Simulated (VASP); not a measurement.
KAuS2:

```xyz
4
Lattice="4.7520 0.0000 0.0000 0.0000 4.7520 0.0000 0.0000 0.0000 4.6670" Properties=species:S:1:pos:R:3 pbc="T T T"
K     2.3760    2.3760    2.3335
S     2.3760    0.0000    0.0000
S     0.0000    2.3760    0.0000
Au    0.0000    0.0000    0.0000
```

```yaml
Program: VASP 6.6.1
Task: relaxation of cell and atoms
Functional: PBE
Potentials_or_basis: VASP PAW PBE potentials, release 64 (K_sv, S, Au)
Cutoff: 600 eV
k_mesh: 10 × 10 × 10
Occupations: gaussian, width 0.1 eV
Spin: no spin polarisation
```

At the start: pressure 2.5 GPa; volume 26.35 Å³/atom.

Q: How do energy, volume and symmetry change on relaxing?

A: Over 5 steps the energy falls by 10.9 meV/atom and the volume is 27.45 Å³/atom (+4.2 %); space group P4/mmm (No. 123, to 0.05 Å).

Step by step:
```tsv
step	energy change (eV)	largest force (eV/Å)	pressure (GPa)	volume (Å³)
1	0.0000	0.0000	2.54	105.39
2	-0.0348	0.0000	-0.97	111.86
3	-0.0435	0.0000	0.02	109.76
4	-0.0435	0.0000	-0.02	109.84
5	-0.0435	0.0000	0.03	109.79
```

Final structure:
```
K S Au
1.0
     4.84218    0.00000    0.00000
     0.00000    4.84218    0.00000
     0.00000    0.00000    4.68248
K S Au
1 2 1
Cartesian
  2.4211 2.4211 2.3412
  2.4211 0.0000 4.6825
  0.0000 2.4211 0.0000
  0.0000 0.0000 4.6825
```
